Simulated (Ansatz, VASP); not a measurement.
PbSe: VASP beside Ansatz

```
Pb Se
1.0
     0.00000    3.06215    3.06215
     3.06215    0.00000    3.06215
     3.06215    3.06215    0.00000
Pb Se
1 1
Direct
  0.00000 0.00000 0.00000
  0.50000 0.50000 0.50000
```

Alike in both runs: task single point; functional PBE; k mesh 9 × 9 × 9; occupations fermi-dirac, width 0.01 eV; no spin polarisation.

```csv
,VASP,Ansatz
version,VASP 6.6.1,Ansatz 0.2.0
potentials or method,"VASP PAW PBE potentials, release 64 (Pb_d, Se), cutoff 520 eV","all-electron LAPW, non-relativistic"
```

|  | VASP | Ansatz | Ansatz less VASP |
| --- | --- | --- | --- |
| pressure (GPa) | 2.3 | 3.8 | +1.49 |

Ansatz ran all-electron here, and VASP with PAW potentials.

Spin-orbit coupling is off throughout.
